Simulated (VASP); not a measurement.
# F (Fm-3m) in VASP: further runs

F is run at these levels: PBE; tasks: single point, relaxation of cell and atoms.

All numbers are computed with VASP 6.6.1; they aren't measurements. Logs are shortened: lines on timing, memory, paths and dates and some standing lists are left out, and cuts for length are marked.

## Step 1: The cell of the first run

Symmetry: Fm-3m, No. 225, cubic system. Conventional cell: a = 3.432 Å, b = 3.432 Å, c = 3.432 Å, α = 90.00°, β = 90.00°, γ = 90.00°. Within 3.2 Å of F (site symmetry m-3m) lie 12 F at 2.43 Å.

## Step 2: Single point, PBE

The input, INCAR:

```
SYSTEM = F
PREC = Accurate ; ENCUT = 600
EDIFF = 1E-6 ; ISMEAR = 0
SIGMA = 0.1 ; LREAL = .False.
LASPH = .True. ; NELM = 120
ALGO = Normal ; ISIF = 2
LWAVE = .False. ; LCHARG = .False.
GGA = PE ; NBANDS = 10
GGA_COMPAT = .False.
```

The input, KPOINTS:

```
regular mesh
0
Gamma
  28 28 28
  0 0 0
```

The input, POSCAR:

```
F
1.0
    0.0000000000      1.7158727704      1.7158727704
    1.7158727704      0.0000000000      1.7158727704
    1.7158727704      1.7158727704      0.0000000000
F
1
Direct
    0.0000000000      0.0000000000      0.0000000000
```

Potentials or basis: VASP PAW PBE potentials, release 64 (F).

On the command line:

```sh
> cat potpaw_PBE.64/F/POTCAR > POTCAR
> mpirun -np 1 vasp_std > vasp.out
```

OUTCAR:

```text
SYSTEM = F
   PREC = Accurate
   ENCUT = 600
   EDIFF = 1E-6
   ISMEAR = 0
   LREAL = .False.
   LASPH = .True.
   NELM = 120
   ISIF = 2
   GGA = PE

 ion  position               nearest neighbor table
   1  0.000  0.000  0.000-

  LATTYP: Found a face centered cubic cell.
 ALAT       =     3.4317455408

  Lattice vectors:

 A1 = (   0.0000000000,   1.7158727704,   1.7158727704)
 A2 = (   1.7158727704,   0.0000000000,   1.7158727704)
 A3 = (   1.7158727704,   1.7158727704,   0.0000000000)

Analysis of symmetry for initial positions (statically):
=====================================================================
 Subroutine PRICEL returns:
 Original cell was already a primitive cell.

 Routine SETGRP: Setting up the symmetry group for a
 face centered cubic supercell.

 Subroutine GETGRP returns: Found 48 space group operations
 (whereof 48 operations were pure point group operations)
 out of a pool of 48 trial point group operations.

The static configuration has the point symmetry O_h .

Analysis of symmetry for dynamics (positions and initial velocities):
=====================================================================
 Subroutine PRICEL returns:
 Original cell was already a primitive cell.

 Routine SETGRP: Setting up the symmetry group for a
 face centered cubic supercell.

 Subroutine GETGRP returns: Found 48 space group operations
 (whereof 48 operations were pure point group operations)
 out of a pool of 48 trial point group operations.

The dynamic configuration has the point symmetry O_h .

 Subroutine INISYM returns: Found 48 space group operations
 (whereof 48 operations are pure point group operations),
 and found     1 'primitive' translations

----------------------------------------------------------------------------------------

                                     Primitive cell

  volume of cell :      10.1038

  direct lattice vectors                    reciprocal lattice vectors
     0.000000000  1.715872770  1.715872770    -0.291396896  0.291396896  0.291396896
     1.715872770  0.000000000  1.715872770     0.291396896 -0.291396896  0.291396896
     1.715872770  1.715872770  0.000000000     0.291396896  0.291396896 -0.291396896

  length of vectors
     2.426610543  2.426610543  2.426610543     0.504714230  0.504714230  0.504714230

  position of ions in fractional coordinates (direct lattice)
     0.000000000  0.000000000  0.000000000

  ion indices of the primitive-cell ions
   primitive index   ion index
                 1           1

----------------------------------------------------------------------------------------

 KPOINTS: regular mesh

Automatic generation of k-mesh.
 Grid dimensions read from file:
 generate k-points for:   28   28   28

 Generating k-lattice:

  Cartesian coordinates                     Fractional coordinates (reciprocal lattice)
    -0.010407032  0.010407032  0.010407032     0.035714286  0.000000000  0.000000000
     0.010407032 -0.010407032  0.010407032     0.000000000  0.035714286  0.000000000
     0.010407032  0.010407032 -0.010407032     0.000000000  0.000000000  0.035714286

  Length of vectors
     0.018025508  0.018025508  0.018025508

  Shift w.r.t. Gamma in fractional coordinates (k-lattice)
     0.000000000  0.000000000  0.000000000

 Subroutine IBZKPT returns following result:
 ===========================================

 Found    624 irreducible k-points:

 Following reciprocal coordinates:
            Coordinates               Weight
  0.000000  0.000000  0.000000      1.000000
  0.035714  0.000000  0.000000      8.000000
  0.071429  0.000000  0.000000      8.000000
  0.107143  0.000000  0.000000      8.000000
  0.142857  0.000000  0.000000      8.000000
  0.178571  0.000000  0.000000      8.000000
[... 16 lines left out ...]
  0.285714  0.035714  0.000000     24.000000
  0.321429  0.035714  0.000000     24.000000
 [... further k-points ...]
   k-points           NKPTS =    624   k-points in BZ     NKDIM =    624   number of bands    NBANDS=     10
   number of dos      NEDOS =    301   number of ions     NIONS =      1
   total plane-waves  NPLWV =   8000
   dimension x,y,z NGX =    20 NGY =   20 NGZ =   20
   dimension x,y,z NGXF=    40 NGYF=   40 NGZF=   40
   ions per type =               1
   NGX,Y,Z   is equivalent  to a cutoff of  13.70, 13.70, 13.70 a.u.
   NGXF,Y,Z  is equivalent  to a cutoff of  27.40, 27.40, 27.40 a.u.
 SYSTEM =  F
   PREC   = accura    normal or accurate (medium, high low for compatibility)
   ISTART =      0    job   : 0-new  1-cont  2-samecut
   ICHARG =      2    charge: 1-file 2-atom 10-const
   ISPIN  =      1    spin polarized calculation?
   LNONCOLLINEAR =      F non collinear calculations
   LSORBIT =      F    spin-orbit coupling
   LASPH  =      T    aspherical Exc in radial PAW
   ENCUT  =  600.0 eV  44.10 Ry    6.64 a.u.   4.85  4.85  4.85*2*pi/ulx,y,z
   NELM   =    120;   NELMIN=  2; NELMDL= -5     # of ELM steps
   EDIFF  = 0.1E-05   stopping-criterion for ELM
   LREAL  =      F    real-space projection
   EDIFFG = 0.1E-04   stopping-criterion for IOM
   NSW    =      0    number of steps for IOM
   IBRION =     -1    ionic relax: 0-MD 1-quasi-New 2-CG
   NFREE  =      0    steps in history (QN), initial steepest desc. (CG)
   ISIF   =      2    stress and relaxation
   ISYM   =      2    0-nonsym 1-usesym 2-fastsym
   POTIM  = 0.5000    time-step for ionic-motion
   TEBEG  =    0.0;   TEEND  =   0.0 temperature during run
   PSTRESS=    0.0 pullay stress
   NELECT =       7.0000    total number of electrons
   NUPDOWN=      -1.0000    fix difference up-down
   EMIN   =  10.00;   EMAX   =-10.00  energy-range for DOS
   EFERMI =   0.00;   METHOD = LEGACY
   ISMEAR =     0;   SIGMA  =   0.10  broadening in eV -4-tet -1-fermi 0-gaus
   EFERMI_NEDOS =   21; number of points for ismear=-14 and -15
   IALGO  =     38    algorithm
   IMIX   =      4    mixing-type and parameters
     AMIX     =   0.40;   BMIX     =  1.00
     AMIX_MAG =   1.60;   BMIX_MAG =  1.00
  volume/ion in A,a.u.               =      10.10        68.18
  Fermi-wavevector in a.u.,A,eV,Ry     =   1.448591  2.737440 28.550679  2.098416
  Thomas-Fermi vector in A             =   2.566414
   LORBIT       =      0    0 simple, 1 ext, 2 COOP (PROOUT), +10 PAW based schemes
   GGA     = PE    functional components
   LHFCALC =     F    Hartree Fock is set to
   AEXX    =    0.0000 exact exchange contribution
   IVDW    =     0    specifies the selected vdW correction
   LEPSILON=     F    determine dielectric tensor
   LRPA    =     F    only Hartree local field effects (RPA)
 non-spin polarized calculation
 Gauss-broadening in eV      SIGMA  =   0.10
  energy-cutoff  :      600.00
  volume of cell :       10.10
 maximum number of plane-waves:       347
   NGX =  9   NGY =  9   NGZ =  9

 number of electron       6.9999998 magnetization

 Free energy of the ion-electron system (eV)
  ---------------------------------------------------
  ext. energy  EPLUGINS =         0.00000000
  ---------------------------------------------------
  free energy    TOTEN  =        -0.77495550 eV

  energy without entropy =       -0.76064411  energy(sigma->0) =       -0.76779980

 E-fermi :  -3.5091     XC(G=0): -10.3150

 val. band max:       -3.5091954328   @ k =   0.4643   0.1786   0.0714
 cond. band min:      -3.5051645323   @ k =   0.4643   0.2143   0.1071
 fundamental gap:      0.0040309005
 Fermi energy:        -3.5090854624

 k-point     1 :       0.0000    0.0000    0.0000
  band No.  band energies     occupation
      1     -25.1645      2.00000
      2      -2.9745      0.00000
      3      -2.9745      0.00000
      4      -2.9745      0.00000
      5      10.2902      0.00000
      6      31.7102      0.00000
      7      31.7102      0.00000
      8      31.7102      0.00000
      9      35.6684      0.00000
     10      41.8826      0.00000

 k-point     2 :       0.0357    0.0000    0.0000
  band No.  band energies     occupation
      1     -25.1472      2.00000
      2      -3.0387      0.00000
      3      -2.9798      0.00000
      4      -2.9798      0.00000
      5      10.3628      0.00000
      6      31.1374      0.00000
      7      31.7356      0.00000
      8      31.7356      0.00000
      9      36.2442      0.00000
     10      40.7112      0.00000

 k-point     3 :       0.0714    0.0000    0.0000
  band No.  band energies     occupation
      1     -25.0960      2.00000
      2      -3.2255      0.00006
      3      -2.9954      0.00000
      4      -2.9954      0.00000
      5      10.5749      0.00000
      6      29.9494      0.00000
      7      31.8022      0.00000
      8      31.8022      0.00000
      9      37.3238      0.00000
     10      39.6334      0.00000

 k-point     4 :       0.1071    0.0000    0.0000
  band No.  band energies     occupation
      1     -25.0124      2.00000
      2      -3.5194      1.11616
      3      -3.0205      0.00000
      4      -3.0205      0.00000
      5      10.9117      0.00000
      6      28.6241      0.00000
      7      31.8810      0.00000
      8      31.8810      0.00000
      9      37.8889      0.00000
     10      38.7433      0.00000

 k-point     5 :       0.1429    0.0000    0.0000
  band No.  band energies     occupation
      1     -24.8994      2.00000
      2      -3.8985      2.00000
      3      -3.0536      0.00000
      4      -3.0536      0.00000
      5      11.3521      0.00000
      6      27.3067      0.00000
      7      31.9222      0.00000
      8      31.9222      0.00000
      9      37.5164      0.00000
     10      38.0980      0.00000

 k-point     6 :       0.1786    0.0000    0.0000
  band No.  band energies     occupation
      1     -24.7610      2.00000
      2      -4.3376      2.00000
      3      -3.0929      0.00000
      4      -3.0929      0.00000
      5      11.8733      0.00000
      6      26.0446      0.00000
      7      31.8668      0.00000
      8      31.8668      0.00000
      9      36.8344      0.00000
     10      37.7592      0.00000
[... 183 lines left out ...]
 k-point    21 :       0.2143    0.0357    0.0000
  band No.  band energies     occupation
      1     -24.6437      2.00000
      2      -4.6614      2.00000
      3      -3.1718      0.00000
      4      -3.1105      0.00000
      5      12.3022      0.00000
      6      25.2229      0.00000
      7      31.5378      0.00000
      8      31.5806      0.00000
      9      36.2727      0.00000
     10      37.2083      0.00000

 k-point    22 :       0.2500    0.0357    0.0000
  band No.  band energies     occupation
      1     -24.4759      2.00000
      2      -5.1412      2.00000
      3      -3.2183      0.00004
      4      -3.1554      0.00000
      5      12.9064      0.00000
      6      24.0997      0.00000
      7      31.1822      0.00000
      8      31.3057      0.00000
      9      36.3003      0.00000
     10      36.9245      0.00000

 k-point    23 :       0.2857    0.0357    0.0000
  band No.  band energies     occupation
      1     -24.2996      2.00000
      2      -5.6184      2.00000
      3      -3.2630      0.00050
      4      -3.2030      0.00001
      5      13.5385      0.00000
      6      23.0520      0.00000
      7      30.7332      0.00000
      8      31.0050      0.00000
      9      35.8811      0.00000
     10      37.4354      0.00000

 k-point    24 :       0.3214    0.0357    0.0000
  band No.  band energies     occupation
      1     -24.1233      2.00000
      2      -6.0716      2.00000
      3      -3.3035      0.00365
      4      -3.2506      0.00026
      5      14.1849      0.00000
      6      22.0801      0.00000
      7      30.2989      0.00000
      8      30.6764      0.00000
      9      35.4663      0.00000
     10      38.2215      0.00000

 [... further k-points ...]

------------------------ aborting loop because EDIFF is reached ----------------------------------------

  FORCE on cell =-STRESS in cart. coord.  units (eV):
  Direction    XX          YY          ZZ          XY          YZ          ZX
  --------------------------------------------------------------------------------------
  -------------------------------------------------------------------------------------
  Total       -0.0347846     -0.0347846     -0.0347846      0.0000000      0.0000000      0.0000000
  in kB       -5.5158550     -5.5158550     -5.5158550      0.0000000      0.0000000      0.0000000
  external PRESSURE =      -5.5158550 kB  Pullay stress =       0.0000000 kB

 VOLUME and BASIS-vectors are now :
 -----------------------------------------------------------------------------
  energy-cutoff  :      600.00
  volume of cell :       10.10
      direct lattice vectors                 reciprocal lattice vectors
     0.000000000  1.715872770  1.715872770    -0.291396896  0.291396896  0.291396896
     1.715872770  0.000000000  1.715872770     0.291396896 -0.291396896  0.291396896
     1.715872770  1.715872770  0.000000000     0.291396896  0.291396896 -0.291396896

 POSITION                                       TOTAL-FORCE (eV/Angst)
 -----------------------------------------------------------------------------------
      0.00000      0.00000      0.00000         0.000000     -0.000000      0.000000
 -----------------------------------------------------------------------------------
    total drift:                                0.000000      0.000000      0.000000

  FREE ENERGIE OF THE ION-ELECTRON SYSTEM (eV)
  ---------------------------------------------------
  free  energy   TOTEN  =        -0.7749554992 eV

  energy  without entropy=       -0.7606441093  energy(sigma->0) =       -0.76779980
```

Run time: 56 s. Hardware: 1 thread of Intel Xeon 8259CL, shared host; peak memory 0.17 GiB.

What came out:

* Free energy: -0.7750 eV
* Pressure: -0.6 GPa
* Band gap on the k mesh: zero (an odd number of electrons rules out a gap without spin polarisation)

Caveat: an odd number of electrons without spin polarisation forces a metal; a magnetic or distorted state may lie lower.

## Step 3: Relaxation of cell and atoms, PBE

This run uses another cell than the first one, of 10.16 Å³/atom.

The input, INCAR:

```
  PREC = Accurate
  ENCUT = 600
  EDIFF = 1E-7
  ISMEAR = 0
  SIGMA = 0.1
  LREAL = False
  LASPH = True
  NELM = 120
  ALGO = Normal
  ISIF = 3
  LWAVE = False
  LCHARG = False
  GGA = PE
  IBRION = 2
  NSW = 100
  EDIFFG = -0.01
  GGA_COMPAT = False
  NELMIN = 4
```

The input, KPOINTS:

```
Automatic mesh
0
Gamma
  28 28 28
```

The input, POSCAR:

```
F
1.0
    0.0000000000      1.7190718758      1.7190718758
    1.7190718758      0.0000000000      1.7190718758
    1.7190718758      1.7190718758      0.0000000000
F
1
Direct
    0.0000000000      0.0000000000      0.0000000000
```

Potentials or basis: VASP PAW PBE potentials, release 64 (F).

On the command line:

```sh
> cat potpaw_PBE.64/F/POTCAR > POTCAR
> mpirun -np 1 vasp_std > vasp.out
```

Run time: 96 s. Hardware: 1 thread of Intel Xeon 8259CL, shared host; peak memory 0.16 GiB.

Results (log left out):

```yaml
Free_energy: -0.7754 eV
Relaxed_volume: 10.00 Å³/atom
Relaxed_cell: a = 2.418 Å, b = 2.418 Å, c = 2.418 Å, α = 60.00°, β = 60.00°, γ = 60.00°
Space_group_after_relaxing_to_0.1_Å: Fm-3m (No. 225)
Energy_gained_by_relaxing: 0.4 meV/atom
Ionic_steps: 3
Pressure_after_relaxing: 0.0 GPa
Band_gap_on_the_k_mesh: zero (an odd number of electrons rules out a gap without spin polarisation)
```

The path:
```
step  energy change (eV)  largest force (eV/Å)  pressure (GPa)  volume (Å³)
   1              0.0000                0.0000           -0.83        10.16
   2             -0.0003                0.0000           -0.46        10.08
   3             -0.0004                0.0000           -0.02        10.00
```

Final structure:
```yaml
crystal:
  lattice:
    - [0.00000, 1.70972, 1.70972]
    - [1.70972, 0.00000, 1.70972]
    - [1.70972, 1.70972, 0.00000]
  atoms:
    - { symbol: F, position: [0.00000, 0.00000, 0.00000] }
```

Levels at points of the mesh, in eV from the Fermi level:
| k point | band 2 | band 3 | band 4 | band 5 | band 6 | band 7 |
| --- | --- | --- | --- | --- | --- | --- |
| (0.00, 0.00, 0.00) | 0.54 | 0.54 | 0.54 | 13.89 | 35.35 | 35.35 |
| (0.50, 0.00, 0.00) | -3.95 | 0.13 | 0.13 | 20.73 | 22.03 | 33.24 |
| (0.50, 0.50, 0.00) | -3.40 | -0.77 | -0.77 | 19.11 | 24.42 | 25.56 |

Caveat: an odd number of electrons without spin polarisation forces a metal; a magnetic or distorted state may lie lower.
